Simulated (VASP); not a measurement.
Write the native input for VASP 6.6.1 that does the following.

| Item | Value |
| --- | --- |
| Task | single point |
| Functional | LDA |
| Potentials or basis | VASP PAW LDA potentials, release 64 (Sn_d, Se) |
| Cutoff | 520 eV |
| k mesh | 4 × 6 × 6 |
| Occupations | gaussian, width 0.02 eV |
| Spin | no spin polarisation |
| Dipole correction | no |
| Further INCAR settings | ALGO = Normal; EDIFF = 1e-06; NBANDS = 50 |

The structure of SnSe lies in POSCAR:

```
SnSe
1.0
   11.3134618311      0.0000000000      0.0000000000
    0.0000000000      4.1143409242      0.0000000000
    0.0000000000      0.0000000000      4.3252247863
Sn Se
4 4
Direct
    0.1172039336      0.2500000000      0.0968093659
    0.3827960664      0.7500000000      0.5968093659
    0.6172039336      0.2500000000      0.4031906341
    0.8827960664      0.7500000000      0.9031906341
    0.3577127203      0.2500000000      0.0240368078
    0.1422872797      0.7500000000      0.5240368078
    0.8577127203      0.2500000000      0.4759631922
    0.6422872797      0.7500000000      0.9759631922
```

One way to write it, as run:

INCAR

```
SYSTEM = SnSe
PREC = Accurate
ENCUT = 520
EDIFF = 1E-6
ISMEAR = 0
SIGMA = 0.02
LREAL = .FALSE.
LASPH = .TRUE.
NELM = 100
ALGO = Normal
ISIF = 2
LWAVE = .FALSE.
LCHARG = .TRUE.
GGA = CA
LELF = .TRUE.
LVHAR = .TRUE.
NBANDS = 50
```

KPOINTS

```
Automatic mesh
0
G
  4 6 6
  0 0 0
```

Potentials or basis: VASP PAW LDA potentials, release 64 (Sn_d, Se).

Run with:

```sh
$ cat potpaw_LDA.64/Sn_d/POTCAR potpaw_LDA.64/Se/POTCAR > POTCAR
$ mpirun -np 1 vasp_std > vasp.out
```

Results of the run:

| Item | Value |
| --- | --- |
| Pressure | 0.1 GPa |
| Largest force | 0.028 eV/Å |
| Band gap on the k mesh | 0.37 eV (least direct gap 0.53 eV) |

Caveat: spin-orbit coupling is left out, which moves the levels of the heavy elements.

Wall time 3.2 min on 1 thread of Intel(R) Xeon(R) 6975P-C (Granite Rapids), with other jobs on the host, peak memory 0.46 GiB.
